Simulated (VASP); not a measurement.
Wanted: the native input for a VASP 6.6.1 run.

| Item | Value |
| --- | --- |
| Task | single point |
| Functional | PBE |
| Potentials or basis | VASP PAW PBE potentials, release 64 (Ni) |
| Cutoff | 520 eV |
| k mesh | 8 × 8 × 8 |
| Occupations | gaussian, width 0.1 eV |
| Spin | collinear spin, ferromagnetic start |
| Starting moments | [0.59] μB |
| Dipole correction | no |
| Further INCAR settings | ALGO = Fast; EDIFF = 1e-06; NBANDS = 15 |

The structure of Ni lies in POSCAR:

```
Ni
1.0
   -1.4009946613      1.4009946613      1.4009946613
    1.4009946613     -1.4009946613      1.4009946613
    1.4009946613      1.4009946613     -1.4009946613
Ni
1
Direct
    0.0000000000      0.0000000000      0.0000000000
```

These files were run (other wordings do the same):

INCAR

```
SYSTEM = Ni
PREC = Accurate ; ENCUT = 520
EDIFF = 1E-6 ; ISMEAR = 0
SIGMA = 0.1 ; LREAL = .False.
LASPH = .True. ; NELM = 150
ALGO = Fast ; ISIF = 2
LWAVE = .False. ; LCHARG = .True.
ISPIN = 2 ; MAGMOM = 0.59
LORBIT = 11 ; LMAXMIX = 4
GGA = PE ; LELF = .True.
LVHAR = .True. ; NBANDS = 15
```

KPOINTS

```
Automatic mesh
0
Gamma
  8 8 8
  0 0 0
```

Potentials or basis: VASP PAW PBE potentials, release 64 (Ni).

Command:

```sh
$ cat potpaw_PBE.64/Ni/POTCAR > POTCAR
$ mpirun -np 1 vasp_std > vasp.out
```

It gave:

```yaml
Pressure: -0.1 GPa
Net_moment: 0.57 μB per cell
Site_moments: Ni +0.58 μB
Valence_electrons_inside_the_program's_atomic_spheres: Ni 9.30
```

Caveat: the k points lie up to 0.40 Å⁻¹ apart.

Wall time 5.4 s on 1 thread of Intel(R) Xeon(R) 6975P-C (Granite Rapids) (shared host), peak memory 0.12 GiB.
